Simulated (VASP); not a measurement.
# Al3Cl: relaxation of cell and atoms with PBE

The system is Al3Cl.

```
CELL_PARAMETERS angstrom
3.14374 0.00000 0.00000
-1.57187 2.72255 0.00000
0.00000 0.00000 18.29619
ATOMIC_POSITIONS crystal
Al 0.33333 0.66667 0.70504
Al 0.00000 0.00000 0.81891
Al 0.66667 0.33333 0.93949
Al 0.66667 0.33333 0.29496
Al 0.00000 0.00000 0.18109
Al 0.33333 0.66667 0.06051
Cl 0.66667 0.33333 0.61230
Cl 0.33333 0.66667 0.38770
```

```
Program                : VASP 6.6.1
Task                   : relaxation of cell and atoms
Functional             : PBE
Potentials or basis    : VASP PAW PBE potentials, release 64 (Al, Cl)
Cutoff                 : 600 eV
k mesh                 : 12 × 12 × 2
Occupations            : gaussian, width 0.1 eV
Spin                   : no spin polarisation
Dipole correction      : no
Further INCAR settings : ALGO = Normal; EDIFF = 1e-07; IBRION = 2; EDIFFG = -0.01; NSW = 100; ISIF = 3
```

* Relaxed volume: 19.46 Å³/atom
* Relaxed cell: a = 3.180 Å, b = 3.180 Å, c = 17.770 Å, α = 90.00°, β = 90.00°, γ = 120.00°
* Space group after relaxing (to 0.1 Å): P-3m1 (No. 164)
* Energy gained by relaxing: 3.2 meV/atom
* Ionic steps: 12
* Pressure after relaxing: 0.0 GPa
* Largest force after relaxing: 0.006 eV/Å
* Band gap on the k mesh: zero (bands 16 and 17 overlap by 5.57 eV)

Forces in eV/Å, atoms in the order of the input:
```
Al   0.000  0.000  0.006
Al   0.000  0.000  0.001
Al   0.000  0.000  0.003
Al   0.000  0.000 -0.006
Al   0.000  0.000 -0.001
Al   0.000  0.000 -0.003
Cl   0.000  0.000 -0.001
Cl   0.000  0.000  0.001
```

The path:
```tsv
step	energy change (eV)	largest force (eV/Å)	pressure (GPa)	volume (Å³)
1	0.0000	0.1628	-0.68	156.60
2	-0.0167	0.1354	0.17	154.71
3	-0.0175	0.1280	0.40	154.22
4	-0.0220	0.0683	0.11	154.89
5	-0.0224	0.0732	-0.02	155.20
6	-0.0239	0.0381	-0.02	155.38
7	-0.0245	0.0786	-0.01	155.73
8	-0.0246	0.0563	-0.02	155.61
9	-0.0253	0.0355	-0.02	155.67
10	-0.0256	0.0152	-0.02	155.72
11	-0.0256	0.0135	-0.02	155.73
12	-0.0256	0.0063	0.02	155.65
```

Final structure:
```
Al Cl
1.0
     3.18031    0.00000    0.00000
    -1.59016    2.75423    0.00000
     0.00000    0.00000   17.76974
Al Cl
6 2
Direct
  0.33333 0.66667 0.70647
  0.00000 0.00000 0.82015
  0.66667 0.33333 0.93995
  0.66667 0.33333 0.29353
  0.00000 0.00000 0.17985
  0.33333 0.66667 0.06005
  0.66667 0.33333 0.61167
  0.33333 0.66667 0.38833
```

Levels at points of the mesh, in eV from the Fermi level:
| k point | band 12 | band 13 | band 14 | band 15 | band 16 | band 17 | band 18 | band 19 | band 20 | band 21 |
| --- | --- | --- | --- | --- | --- | --- | --- | --- | --- | --- |
| (0.00, 0.00, 0.00) | -3.38 | -3.38 | -0.93 | 0.70 | 3.11 | 4.20 | 5.41 | 5.42 | 6.61 | 6.61 |
| (0.50, 0.00, 0.00) | -4.42 | -3.56 | -3.47 | -2.31 | -1.52 | -0.32 | 0.00 | 1.92 | 2.02 | 3.10 |
| (0.00, 0.00, 0.50) | -3.38 | -3.38 | -1.14 | 1.06 | 2.66 | 4.37 | 5.29 | 5.80 | 6.62 | 6.62 |
| (0.50, 0.00, 0.50) | -4.42 | -3.59 | -3.48 | -2.27 | -1.52 | -0.33 | -0.04 | 1.89 | 2.20 | 3.03 |

It took 18 min on 1 thread of Intel(R) Xeon(R) Platinum 8559C (Emerald Rapids), on a shared host, peak memory 0.41 GiB.

Caveat: this functional lacks dispersion, which binds layers or chains, so the pressure and a relaxed spacing across them are unreliable.
